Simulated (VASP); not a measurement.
Write the native input for VASP 6.6.1 that does the following.

```
Task                   : electric field gradients
Functional             : LDA
Potentials or basis    : VASP PAW LDA potentials, release 64 (Ti_sv)
Cutoff                 : 400 eV
k mesh                 : 15 × 15 × 15
Occupations            : fermi-dirac, width 0.05 eV
Spin                   : no spin polarisation
Dipole correction      : no
Further INCAR settings : ALGO = Normal; EDIFF = 1e-08; NBANDS = 12
```

The structure of Ti lies in POSCAR:

```
Ti
1.0
    0.0000000000      2.0367442356      2.0367442356
    2.0367442356      0.0000000000      2.0367442356
    2.0367442356      2.0367442356      0.0000000000
Ti
1
Direct
    0.0000000000      0.0000000000      0.0000000000
```

This cell differs from its parent crystal: volume scaled by 1.01.

One way to write it, as run:

INCAR

```
SYSTEM = Ti
  ALGO = Normal
  EDIFF = 1E-8
  ENCUT = 400
  GGA = CA
  GGA_COMPAT = .FALSE.
  ISIF = 2
  ISMEAR = -1
  LASPH = .TRUE.
  LCHARG = .FALSE.
  LEFG = .TRUE.
  LREAL = .FALSE.
  LWAVE = .FALSE.
  NBANDS = 12
  NELM = 120
  PREC = Accurate
  SIGMA = 0.05
```

KPOINTS

```
k-points
0
G
  15 15 15
  0 0 0
```

Potentials or basis: VASP PAW LDA potentials, release 64 (Ti_sv).

The run is started by

```bash
$ cat potpaw_LDA.64/Ti_sv/POTCAR > POTCAR
$ mpirun -np 1 vasp_std > vasp.out
```

Results of the run:

* Pressure: -6.7 GPa
* Band gap on the k mesh: zero (band 6 reaches 9.14 eV, above the bottom of band 7 at 7.99 eV)

Caveat: without QUAD_EFG the Cq values of the log hold for a quadrupole moment of 1 mb, not for the nuclei.

Run time: 9.1 s on 1 thread of Intel(R) Xeon(R) 6975P-C (Granite Rapids), with other jobs on the host, peak memory 0.12 GiB.
